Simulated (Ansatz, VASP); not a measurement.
## Two plane-wave programs on Re

```
Re
1.0
     0.00000    1.92562    2.02438
     1.92562    0.00000    2.02438
     1.92562    1.92562    0.00000
Re
1
Cartesian
  0.0000 0.0000 0.0000
```

Change from the starting cell: strain -0.025 along x and y, +0.025 along z, atoms carried along.

Alike in both runs: task single point; functional r2SCAN; k mesh 20 × 20 × 20; occupations gaussian, width 0.15 eV; no spin polarisation.

```csv
,VASP,Ansatz
version,VASP 6.6.1,Ansatz 0.2.0
potentials or method,"VASP PAW PBE potentials, release 64 (Re), cutoff 520 eV","scalar-relativistic, plane waves, PAW"
valence electrons in the cell,7,15
```

VASP gave:

* gap on the k mesh at the Fermi level (eV): none
* pressure (GPa): -6.4
* traceless stress, the component that is largest in VASP (GPa): -10.08

Q: Estimate Ansatz's values.

A: gap on the k mesh at the Fermi level (eV): none; pressure (GPa): -6.3; traceless stress, the component that is largest in VASP (GPa): -10.22.

VASP's potentials were made for PBE, not for r2SCAN. A gap of «none» marks a metal or a gap that the smearing closes. VASP's potentials hold 7 valence electrons a cell and Ansatz's 15, so a difference there can come from the potentials and not from the codes.

Neither program's run includes spin-orbit coupling.
